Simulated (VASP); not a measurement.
# CuSi16 (a cell with a defect) in VASP: single point with PBE+D3(BJ)

Aim: the single point of CuSi16 (a cell with a defect) with PBE+D3(BJ).

Everything below comes from runs of VASP 6.6.1. Logs are shortened: lines on timing, memory, paths and dates and some standing lists are left out, and cuts for length are marked.

### Step 1. The cell of the first run

The cell holds a defect, 17 atoms: a = 7.679 Å, b = 7.679 Å, c = 7.679 Å, α = 60.00°, β = 60.00°, γ = 60.00°.

### Step 2. Single point, PBE+D3(BJ)

The input, INCAR:

```
  ALGO = Normal
  EDIFF = 1E-7
  ENCUT = 520
  GGA = PE
  ISIF = 2
  ISMEAR = 0
  IVDW = 12
  LASPH = T
  LCHARG = T
  LELF = T
  LREAL = Auto
  LVHAR = T
  LWAVE = F
  NBANDS = 52
  NELECT = 74.0
  NELM = 100
  PREC = Accurate
  SIGMA = 0.05
```

The input, KPOINTS:

```
k-points
0
Gamma
  2 2 2
```

The input, POSCAR:

```
CuSi16
1.0
    0.0000000000      5.4300000000      5.4300000000
    5.4300000000      0.0000000000      5.4300000000
    5.4300000000      5.4300000000      0.0000000000
Si Cu
16 1
Direct
   -0.0086071823     -0.0061659300      0.0064662983
    0.1171971455      0.1233269797      0.1324722836
    0.0013239411     -0.0042252302      0.5066598527
    0.1222357274      0.1212850829      0.6336206262
   -0.0103975138      0.5075389503      0.0064868324
    0.1186682320      0.6193717311      0.1387603131
   -0.0006382136      0.4950774401      0.5102321363
    0.1226175875      0.6213059853      0.6336534991
    0.4850921731      0.0203923573     -0.0218284530
    0.6126473297      0.1175979742      0.1224659300
    0.4949963168     -0.0044040516      0.4983278085
    0.6272618785      0.1313340700      0.6082558011
    0.4902546041      0.5057595764     -0.0004041436
    0.6104896869      0.6498237569      0.1204488029
    0.4953560773      0.5113341621      0.4965400552
    0.6274328729      0.6212704420      0.6277339779
    0.7385462247      0.2778012891      0.2089563536
```

Potentials or basis: VASP PAW PBE potentials, release 64 (Si, Cu).

Run with:

```
cat potpaw_PBE.64/Si/POTCAR potpaw_PBE.64/Cu/POTCAR > POTCAR
mpirun -np 1 vasp_std > vasp.out
```

OUTCAR:

```text
EDIFF = 1E-7
   ENCUT = 520
   GGA = PE
   ISIF = 2
   ISMEAR = 0
   IVDW = 12
   LASPH = T
   LREAL = Auto
   NELECT = 74.0
   NELM = 100
   PREC = Accurate
 IVDW          = 12

 ion  position               nearest neighbor table
   1  0.991  0.994  0.006-   4 2.34   6 2.35  10 2.38   2 2.39  17 2.66
   2  0.117  0.123  0.132-   9 2.32   3 2.35   1 2.39  17 2.40   5 2.41
   3  0.001  0.996  0.507-   4 2.34   2 2.35   8 2.35  12 2.35
   4  0.122  0.121  0.634-   1 2.34  11 2.34   3 2.34   7 2.34
   5  0.990  0.508  0.006-   8 2.34   6 2.34  14 2.38   2 2.41  17 2.63
   6  0.119  0.619  0.139-   7 2.33  13 2.33   5 2.34   1 2.35
   7  0.999  0.495  0.510-   6 2.33  16 2.33   8 2.34   4 2.34
   8  0.123  0.621  0.634-   7 2.34   5 2.34  15 2.34   3 2.35
   9  0.485  0.020  0.978-   2 2.32  10 2.32  12 2.32  14 2.33
  10  0.613  0.118  0.122-   9 2.32  17 2.35  11 2.36   1 2.38  13 2.44
  11  0.495  0.996  0.498-   4 2.34  16 2.35  10 2.36  12 2.37  17 2.87
  12  0.627  0.131  0.608-   9 2.32   3 2.35  11 2.37  15 2.38  17 2.51
  13  0.490  0.506  1.000-   6 2.33  16 2.33  14 2.42  10 2.44  17 2.49
  14  0.610  0.650  0.120-   9 2.33  17 2.35  15 2.36   5 2.38  13 2.42
  15  0.495  0.511  0.497-   8 2.34  16 2.34  14 2.36  12 2.38  17 2.84
  16  0.627  0.621  0.628-   7 2.33  13 2.33  15 2.34  11 2.35
  17  0.739  0.278  0.209-  14 2.35  10 2.35   2 2.40  13 2.49  12 2.51   5 2.63   1 2.66  15 2.84
                            11 2.87

  LATTYP: Found a face centered cubic cell.
 ALAT       =    10.8600000000

  Lattice vectors:

 A1 = (   0.0000000000,   5.4300000000,   5.4300000000)
 A2 = (   5.4300000000,   0.0000000000,   5.4300000000)
 A3 = (   5.4300000000,   5.4300000000,   0.0000000000)

Analysis of symmetry for initial positions (statically):
=====================================================================
 Subroutine PRICEL returns:
 Original cell was already a primitive cell.

 Routine SETGRP: Setting up the symmetry group for a
 face centered cubic supercell.

 Subroutine GETGRP returns: Found  1 space group operations
 (whereof  1 operations were pure point group operations)
 out of a pool of 48 trial point group operations.

The static configuration has the point symmetry C_1 .

Analysis of symmetry for dynamics (positions and initial velocities):
=====================================================================
 Subroutine PRICEL returns:
 Original cell was already a primitive cell.

 Routine SETGRP: Setting up the symmetry group for a
 face centered cubic supercell.

 Subroutine GETGRP returns: Found  1 space group operations
 (whereof  1 operations were pure point group operations)
 out of a pool of 48 trial point group operations.

The dynamic configuration has the point symmetry C_1 .

 Subroutine INISYM returns: Found  1 space group operations
 (whereof  1 operations are pure point group operations),
 and found     1 'primitive' translations

----------------------------------------------------------------------------------------

                                     Primitive cell

  volume of cell :     320.2060

  direct lattice vectors                    reciprocal lattice vectors
     0.000000000  5.430000000  5.430000000    -0.092081031  0.092081031  0.092081031
     5.430000000  0.000000000  5.430000000     0.092081031 -0.092081031  0.092081031
     5.430000000  5.430000000  0.000000000     0.092081031  0.092081031 -0.092081031

  length of vectors
     7.679179644  7.679179644  7.679179644     0.159489025  0.159489025  0.159489025

  position of ions in fractional coordinates (direct lattice)
     0.991392818  0.993834070  0.006466298
     0.117197146  0.123326980  0.132472284
     0.001323941  0.995774770  0.506659853
     0.122235727  0.121285083  0.633620626
     0.989602486  0.507538950  0.006486832
     0.118668232  0.619371731  0.138760313
[... 9 lines left out ...]
     0.627432873  0.621270442  0.627733978
     0.738546225  0.277801289  0.208956354

  ion indices of the primitive-cell ions
   primitive index   ion index
                 1           1
                 2           2
                 3           3
                 4           4
                 5           5
                 6           6
[... 9 lines left out ...]
                16          16
                17          17

----------------------------------------------------------------------------------------

 KPOINTS: k-points

Automatic generation of k-mesh.
 Grid dimensions read from file:
 generate k-points for:    2    2    2

 Generating k-lattice:

  Cartesian coordinates                     Fractional coordinates (reciprocal lattice)
    -0.046040516  0.046040516  0.046040516     0.500000000  0.000000000  0.000000000
     0.046040516 -0.046040516  0.046040516     0.000000000  0.500000000  0.000000000
     0.046040516  0.046040516 -0.046040516     0.000000000  0.000000000  0.500000000

  Length of vectors
     0.079744512  0.079744512  0.079744512

  Shift w.r.t. Gamma in fractional coordinates (k-lattice)
     0.000000000  0.000000000  0.000000000

 Subroutine IBZKPT returns following result:
 ===========================================

 Found      8 irreducible k-points:

 Following reciprocal coordinates:
            Coordinates               Weight
  0.000000  0.000000  0.000000      1.000000
  0.500000  0.000000  0.000000      1.000000
  0.000000  0.500000  0.000000      1.000000
  0.000000  0.000000  0.500000      1.000000
  0.500000  0.500000  0.500000      1.000000
  0.500000  0.500000  0.000000      1.000000
  0.000000  0.500000  0.500000      1.000000
  0.500000  0.000000  0.500000      1.000000
   k-points           NKPTS =      8   k-points in BZ     NKDIM =      8   number of bands    NBANDS=     52
   number of dos      NEDOS =    301   number of ions     NIONS =     17
   total plane-waves  NPLWV = 216000
   dimension x,y,z NGX =    60 NGY =   60 NGZ =   60
   dimension x,y,z NGXF=   120 NGYF=  120 NGZF=  120
   ions per type =              16   1
   NGX,Y,Z   is equivalent  to a cutoff of  12.99, 12.99, 12.99 a.u.
   NGXF,Y,Z  is equivalent  to a cutoff of  25.98, 25.98, 25.98 a.u.
 SYSTEM =  unknown system
   PREC   = accura    normal or accurate (medium, high low for compatibility)
   ISTART =      0    job   : 0-new  1-cont  2-samecut
   ICHARG =      2    charge: 1-file 2-atom 10-const
   ISPIN  =      1    spin polarized calculation?
   LNONCOLLINEAR =      F non collinear calculations
   LSORBIT =      F    spin-orbit coupling
   LASPH  =      T    aspherical Exc in radial PAW
   ENCUT  =  520.0 eV  38.22 Ry    6.18 a.u.  14.28 14.28 14.28*2*pi/ulx,y,z
   NELM   =    100;   NELMIN=  2; NELMDL= -5     # of ELM steps
   EDIFF  = 0.1E-06   stopping-criterion for ELM
   LREAL  =      T    real-space projection
   EDIFFG = 0.1E-05   stopping-criterion for IOM
   NSW    =      0    number of steps for IOM
   IBRION =     -1    ionic relax: 0-MD 1-quasi-New 2-CG
   NFREE  =      0    steps in history (QN), initial steepest desc. (CG)
   ISIF   =      2    stress and relaxation
   ISYM   =      2    0-nonsym 1-usesym 2-fastsym
   POTIM  = 0.5000    time-step for ionic-motion
   TEBEG  =    0.0;   TEEND  =   0.0 temperature during run
   PSTRESS=    0.0 pullay stress
   NELECT =      74.0000    total number of electrons
   NUPDOWN=      -1.0000    fix difference up-down
   EMIN   =  10.00;   EMAX   =-10.00  energy-range for DOS
   EFERMI =   0.00;   METHOD = LEGACY
   ISMEAR =     0;   SIGMA  =   0.05  broadening in eV -4-tet -1-fermi 0-gaus
   EFERMI_NEDOS =   21; number of points for ismear=-14 and -15
   IALGO  =     38    algorithm
   IMIX   =      4    mixing-type and parameters
     AMIX     =   0.40;   BMIX     =  1.00
     AMIX_MAG =   1.60;   BMIX_MAG =  1.00
  volume/ion in A,a.u.               =      18.84       127.11
  Fermi-wavevector in a.u.,A,eV,Ry     =   1.004636  1.898488 13.732283  1.009294
  Thomas-Fermi vector in A             =   2.137265
   LORBIT       =      0    0 simple, 1 ext, 2 COOP (PROOUT), +10 PAW based schemes
   GGA     = PE    functional components
   LHFCALC =     F    Hartree Fock is set to
   AEXX    =    0.0000 exact exchange contribution
   IVDW    =    12    specifies the selected vdW correction
   LEPSILON=     F    determine dielectric tensor
   LRPA    =     F    only Hartree local field effects (RPA)
 non-spin polarized calculation
 Gauss-broadening in eV      SIGMA  =   0.05
  energy-cutoff  :      520.00
  volume of cell :      320.21
 maximum number of plane-waves:      8646
 NGX is ok and might be reduce to    60
   NGX = 29   NGY = 29   NGZ = 29

 number of electron      74.0000001 magnetization

 Free energy of the ion-electron system (eV)
  ---------------------------------------------------
  ext. energy  EPLUGINS =         0.00000000
  ---------------------------------------------------
  free energy    TOTEN  =       -94.20582960 eV

  energy without entropy =      -94.20411337  energy(sigma->0) =      -94.20497148

 E-fermi :   6.3721     XC(G=0):  -9.6068

 val. band max:        6.3126530735   @ k =   0.0000   0.0000   0.0000
 cond. band min:       6.4315326778   @ k =   0.0000   0.0000   0.0000
 fundamental gap:      0.1188796043
 Fermi energy:         6.3720928801

 k-point     1 :       0.0000    0.0000    0.0000
  band No.  band energies     occupation
      1      -5.8976      2.00000
      2      -3.5262      2.00000
      3      -3.5194      2.00000
      4      -3.4957      2.00000
      5      -3.4732      2.00000
      6      -2.0425      2.00000
[... 41 lines left out ...]
     48       8.4971      0.00000
     49       8.6402      0.00000

 k-point     2 :       0.5000    0.0000    0.0000
  band No.  band energies     occupation
      1      -5.2217      2.00000
      2      -4.9443      2.00000
      3      -3.2984      2.00000
      4      -3.2655      2.00000
      5      -3.1843      2.00000
      6      -3.0389      2.00000
[... 304 lines left out ...]
 k-point     8 :       0.5000    0.0000    0.5000
  band No.  band energies     occupation
      1      -4.9402      2.00000
      2      -4.7195      2.00000
      3      -3.8708      2.00000
      4      -3.7824      2.00000
      5      -3.7509      2.00000
      6      -3.7424      2.00000
[... 41 lines left out ...]
     48      10.4971      0.00000
     49      10.5347      0.00000
 [bands above 49 left out]

------------------------ aborting loop because EDIFF is reached ----------------------------------------

 Edisp (eV)   -5.66942

 E8    (eV) :    -2.3514

  FORCE on cell =-STRESS in cart. coord.  units (eV):
  Direction    XX          YY          ZZ          XY          YZ          ZX
  --------------------------------------------------------------------------------------
  -------------------------------------------------------------------------------------
  Total      -7.89902    -6.91501    -7.79738     0.03966     0.44657    -0.02187
  in kB     -39.52338   -34.59983   -39.01481     0.19842     2.23445    -0.10942
  external pressure =      -37.71 kB  Pullay stress =        0.00 kB

 VOLUME and BASIS-vectors are now :
 -----------------------------------------------------------------------------
  energy-cutoff  :      520.00
  volume of cell :      320.21
      direct lattice vectors                 reciprocal lattice vectors
     0.000000000  5.430000000  5.430000000    -0.092081031  0.092081031  0.092081031
     5.430000000  0.000000000  5.430000000     0.092081031 -0.092081031  0.092081031
     5.430000000  5.430000000  0.000000000     0.092081031  0.092081031 -0.092081031

 POSITION                                       TOTAL-FORCE (eV/Angst)
 -----------------------------------------------------------------------------------
      5.43163      5.41837     10.77978        -0.013016      0.004555      0.001950
      1.38899      1.35571      1.30605        -0.018943      0.008156      0.006136
      8.15822      2.75835      5.41425        -0.008345      0.002827      0.003275
      4.09914      4.10430      1.32232         0.002176     -0.001995     -0.003400
      2.79116      5.40876      8.12948         0.000347     -0.007008      0.004795
      4.11666      1.39784      4.00756         0.008671      0.013826     -0.018075
[... 9 lines left out ...]
      6.78209      6.81556      6.78046         0.014971     -0.014887     -0.029352
      2.64309      5.14494      5.51877        -0.012349      0.034497      0.041058
 -----------------------------------------------------------------------------------
    total drift:                                0.008659      0.005677     -0.008822

  FREE ENERGIE OF THE ION-ELECTRON SYSTEM (eV)
  ---------------------------------------------------
  free  energy   TOTEN  =       -99.8752498439 eV

  energy  without entropy=      -99.8735336167  energy(sigma->0) =      -99.87439173
```

It took 4.7 min on 1 thread of Intel Xeon 6975P-C (Granite Rapids), shared host; peak memory 0.48 GiB.

What came out:

```
Free energy                : -99.8752 eV
Largest force              : 0.055 eV/Å
Dispersion energy per atom : -0.333 eV
```

Forces on the atoms (eV/Å):
```
Si  -0.013  0.005  0.002
Si  -0.019  0.008  0.006
Si  -0.008  0.003  0.003
Si   0.002 -0.002 -0.003
Si   0.000 -0.007  0.005
Si   0.009  0.014 -0.018
Si   0.020 -0.017 -0.021
Si  -0.002  0.005 -0.007
Si   0.005  0.022  0.029
Si   0.007 -0.011  0.005
Si   0.003 -0.002  0.000
Si  -0.012  0.000 -0.006
Si   0.011  0.000 -0.002
Si   0.010 -0.030  0.003
Si  -0.017 -0.006 -0.008
Si   0.015 -0.015 -0.029
Cu  -0.012  0.034  0.041
```

Caveat: the k points lie up to 0.50 Å⁻¹ apart; the cell carries a net charge on a neutralising background, which shifts energy and pressure; the cell is charged against a uniform background, so pressure and absolute levels hang on convention.
